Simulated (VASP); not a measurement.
Wanted: the native input for a VASP 6.6.1 run.

```
Task                   : single point
Functional             : r2SCAN
Potentials or basis    : VASP PAW PBE potentials, release 64 (Zn, F)
Cutoff                 : 660 eV
k mesh                 : 4 × 4 × 6
Occupations            : gaussian, width 0.01 eV
Spin                   : no spin polarisation
Dipole correction      : no
Further INCAR settings : ALGO = Normal; EDIFF = 1e-06; NBANDS = 35
```

ZnF2:

```xyz
6
Lattice="4.7034 0.0000 0.0000 0.0000 4.7034 0.0000 0.0000 0.0000 3.1268" Properties=species:S:1:pos:R:3 pbc="T T T"
Zn    0.0000    0.0000    0.0000
Zn    2.3517    2.3517    1.5634
F     1.4260    1.4260    0.0000
F     0.9257    3.7777    1.5634
F     3.2773    3.2773    0.0000
F     3.7777    0.9257    1.5634
```

The input as run:

POSCAR

```
ZnF2
1.0
    4.7033622540      0.0000000000      0.0000000000
    0.0000000000      4.7033622540      0.0000000000
    0.0000000000      0.0000000000      3.1267882516
Zn F
2 4
Direct
    0.0000000000      0.0000000000      0.0000000000
    0.5000000000      0.5000000000      0.5000000000
    0.3031905513      0.3031905513      0.0000000000
    0.1968094487      0.8031905513      0.5000000000
    0.6968094487      0.6968094487      0.0000000000
    0.8031905513      0.1968094487      0.5000000000
```

INCAR.step1

```
SYSTEM = ZnF2
PREC     = Accurate       ! precision mode
ENCUT    = 660            ! plane-wave cutoff, eV
ISMEAR   = 0              ! smearing method
SIGMA    = 0.01           ! smearing width, eV
LREAL    = .FALSE.        ! projectors in reciprocal space
LASPH    = .TRUE.         ! aspherical terms in the spheres
NELM     = 120            ! most SCF steps
NBANDS   = 35             ! bands
GGA      = PE             ! functional
ALGO     = Normal         ! electronic algorithm
EDIFF    = 1E-5           ! SCF threshold, eV
LWAVE    = .TRUE.         ! write WAVECAR
LCHARG   = .FALSE.        ! write CHGCAR
GGA_COMPAT= .FALSE.
```

INCAR.step2

```
SYSTEM = ZnF2
PREC     = Accurate       ! precision mode
ENCUT    = 660            ! plane-wave cutoff, eV
EDIFF    = 1E-6           ! SCF threshold, eV
ISMEAR   = 0              ! smearing method
SIGMA    = 0.01           ! smearing width, eV
LREAL    = .FALSE.        ! projectors in reciprocal space
LASPH    = .TRUE.         ! aspherical terms in the spheres
NELM     = 120            ! most SCF steps
ALGO     = Normal         ! electronic algorithm
ISIF     = 2              ! what is computed and relaxed
LWAVE    = .FALSE.        ! write WAVECAR
LCHARG   = .FALSE.        ! write CHGCAR
METAGGA  = R2SCAN         ! meta-GGA
LMIXTAU  = .TRUE.       
NBANDS   = 35             ! bands
ISTART   = 1            
GGA_COMPAT= .FALSE.
```

KPOINTS

```
Automatic mesh
0
G
  4 4 6
  0 0 0
```

Potentials or basis: VASP PAW PBE potentials, release 64 (Zn, F).

Launch:

```bash
$ cat potpaw_PBE.64/Zn/POTCAR potpaw_PBE.64/F/POTCAR > POTCAR
$ cp INCAR.step1 INCAR
$ mpirun -np 1 vasp_std > vasp.out
$ cp INCAR.step2 INCAR
$ mpirun -np 1 vasp_std > vasp.out
```

It gave:

* Pressure: 0.3 GPa
* Largest force: 0.015 eV/Å
* Band gap on the k mesh: 4.22 eV

Caveat: the PAW data sets were made with another functional, which shifts forces and pressure a little.

It took 3.4 min on 1 thread of AMD EPYC 9R14 (Zen 4) (shared host), peak memory 0.22 GiB.
